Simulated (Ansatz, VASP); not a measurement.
# One calculation of Li, two programs

```xyz
2
Lattice="3.0646 0.0000 0.0000 -1.5323 2.6541 0.0000 0.0000 0.0000 4.9647" Properties=species:S:1:pos:R:3 pbc="T T T"
Li   -0.1379    1.6898    1.0178
Li    1.6702    0.9643    3.9470
```

Change from the starting cell: shortest bond scaled by 0.82, LAPW.

Alike in both runs: task single point; functional PBE; k mesh 11 × 11 × 6; occupations fermi-dirac, width 0.05 eV; no spin polarisation.

|  | VASP | Ansatz |
| --- | --- | --- |
| version | VASP 6.6.1 | Ansatz 0.2.0 |
| potentials or method | VASP PAW PBE potentials, release 64 (Li_sv), cutoff 520 eV | all-electron LAPW, scalar-relativistic |

|  | VASP | Ansatz | Ansatz less VASP |
| --- | --- | --- | --- |
| rms of the force components (eV/Å) | 0.381 | 0.380 | -0.0017 |

Atom by atom the forces differ by 0.002 eV/Å (rms over components). Ansatz ran all-electron here, and VASP with PAW potentials.

Noted on VASP's run: the cutoff is short for stress, so the pressure is rough.
